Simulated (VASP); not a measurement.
Here is a VASP 6.6.1 calculation.

File INCAR:

```
SYSTEM = Ru
  PREC = Accurate
  ENCUT = 520
  EDIFF = 1E-7
  ISMEAR = 0
  SIGMA = 0.15
  LREAL = .FALSE.
  LASPH = .TRUE.
  NELM = 80
  ALGO = Fast
  ISIF = 2
  LWAVE = .FALSE.
  LCHARG = .FALSE.
  GGA = PS
  NBANDS = 21
```

File KPOINTS:

```
regular mesh
0
G
  18 18 10
  0 0 0
```

The input POSCAR:

```
Ru
1.0
    2.8780000000      0.0000000000      0.0000000000
   -1.4390000000      2.4924211121      0.0000000000
    0.0000000000      0.0000000000      4.7627000000
Ru
2
Direct
    0.3333333333      0.6666666667      0.2500000000
    0.6666666667      0.3333333333      0.7500000000
```

Potentials or basis: VASP PAW PBE potentials, release 64 (Ru_pv).

The run is started by

```sh
$ cat potpaw_PBE.64/Ru_pv/POTCAR > POTCAR
$ mpirun -np 1 vasp_std > vasp.out
```

Predict the band gap on the k mesh.

zero (band 14 reaches 10.08 eV, above the bottom of band 15 at 7.97 eV).

Estimate the pressure.

-46.7 GPa.

Stress tensor (GPa, compression positive):
```
-42.79   0.00   0.00
  0.00 -42.79   0.00
  0.00   0.00 -54.43
```

Caveat: the PAW data sets were made with another functional, which shifts forces and pressure a little.
